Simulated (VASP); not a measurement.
A run of VASP 6.6.1:

File INCAR:

```
SYSTEM = Cu
ALGO     = Normal         ! electronic algorithm
EDIFF    = 1E-6           ! SCF threshold, eV
ENCUT    = 520            ! plane-wave cutoff, eV
GGA      = PS             ! functional
ISIF     = 2              ! what is computed and relaxed
ISMEAR   = -1             ! smearing method
LASPH    = .TRUE.         ! aspherical terms in the spheres
LCHARG   = .FALSE.        ! write CHGCAR
LREAL    = .FALSE.        ! projectors in reciprocal space
LWAVE    = .FALSE.        ! write WAVECAR
NBANDS   = 18             ! bands
NELM     = 100            ! most SCF steps
PREC     = Accurate       ! precision mode
SIGMA    = 0.1            ! smearing width, eV
```

KPOINTS

```
k-points
0
G
  16 16 9
  0 0 0
```

The input POSCAR:

```
Cu
1.0
    2.5974525000      0.0000000000      0.0000000000
   -1.2987262500      2.2494547500      0.0000000000
    0.0000000000      0.0000000000      3.9144033314
Cu
2
Direct
    0.3333333333      0.6666666667      0.2500000000
    0.6666666667      0.3333333333      0.7500000000
```

Potentials or basis: VASP PAW PBE potentials, release 64 (Cu).

Run with:

```bash
$ cat potpaw_PBE.64/Cu/POTCAR > POTCAR
$ mpirun -np 1 vasp_std > vasp.out
```

Hardware: 1 thread of Intel(R) Xeon(R) 6975P-C (Granite Rapids), on a shared host.

Task: Estimate the wall time of this run.

Result: Wall time 21 s on 1 thread of Intel(R) Xeon(R) 6975P-C (Granite Rapids) (shared host), peak memory 0.16 GiB. Counts: scf iterations 12, k points 150.
